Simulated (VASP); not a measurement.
A run of VASP 6.6.1 is set up as follows.

INCAR

```
ALGO = Normal
EDIFF = 1E-6
ENCUT = 520
GGA = PE
ISIF = 2
ISMEAR = 0
IVDW = 12
LASPH = T
LCHARG = T
LELF = T
LREAL = Auto
LVHAR = T
LWAVE = F
NBANDS = 72
NELM = 100
PREC = Accurate
SIGMA = 0.03
```

File KPOINTS:

```
k-points
0
Gamma
  3 9 3
```

POSCAR

```
Sb2Se3
1.0
   11.0381744731      0.0000000000      0.0000000000
    0.0000000000      3.9003975631      0.0000000000
    0.0000000000      0.0000000000     10.9807395839
Sb Se
8 12
Direct
    0.0014025503      0.2500000000      0.3298584893
    0.9985974497      0.7500000000      0.6701415107
    0.4985974497      0.7500000000      0.8298584893
    0.5014025503      0.2500000000      0.1701415107
    0.1619166842      0.7500000000      0.0415395661
    0.8380833158      0.2500000000      0.9584604339
    0.3380833158      0.2500000000      0.5415395661
    0.6619166842      0.7500000000      0.4584604339
    0.0602170438      0.2500000000      0.8668808205
    0.9397829562      0.7500000000      0.1331191795
    0.4397829562      0.7500000000      0.3668808205
    0.5602170438      0.2500000000      0.6331191795
    0.1299263624      0.7500000000      0.4430197417
    0.8700736376      0.2500000000      0.5569802583
    0.3700736376      0.2500000000      0.9430197417
    0.6299263624      0.7500000000      0.0569802583
    0.2214714685      0.2500000000      0.2072934688
    0.7785285315      0.7500000000      0.7927065312
    0.2785285315      0.7500000000      0.7072934688
    0.7214714685      0.2500000000      0.2927065312
```

Potentials or basis: VASP PAW PBE potentials, release 64 (Sb, Se).

The run is started by

```console
$ cat potpaw_PBE.64/Sb/POTCAR potpaw_PBE.64/Se/POTCAR > POTCAR
$ mpirun -np 1 vasp_std > vasp.out
```

**Question.** Estimate the largest force.

**Answer.** 0.035 eV/Å.

**Question.** Estimate the band gap on the k mesh.

**Answer.** 0.55 eV (least direct gap 0.58 eV).

**Question.** Predict the pressure.

**Answer.** 5.0 GPa.

**Question.** Estimate the dispersion energy per atom.

**Answer.** -0.456 eV.

Forces in eV/Å, atoms in the order of the input:
```
Sb  -0.019  0.000 -0.030
Sb   0.019  0.000  0.030
Sb   0.019  0.000 -0.030
Sb  -0.019  0.000  0.030
Sb   0.017  0.000 -0.026
Sb  -0.017  0.000  0.026
Sb  -0.017  0.000 -0.026
Sb   0.017  0.000  0.026
Se   0.025  0.000 -0.009
Se  -0.025  0.000  0.009
Se  -0.025  0.000 -0.009
Se   0.025  0.000  0.009
Se   0.014  0.000  0.010
Se  -0.014  0.000 -0.010
Se  -0.014  0.000  0.010
Se   0.014  0.000 -0.010
Se   0.010  0.000  0.012
Se  -0.010  0.000 -0.012
Se  -0.010  0.000  0.012
Se   0.010  0.000 -0.012
```

Caveat: the cell stands under pressure; spin-orbit coupling is left out, which moves the levels of the heavy elements; an odd mesh through Γ misses points on the zone boundary, where band edges can lie.
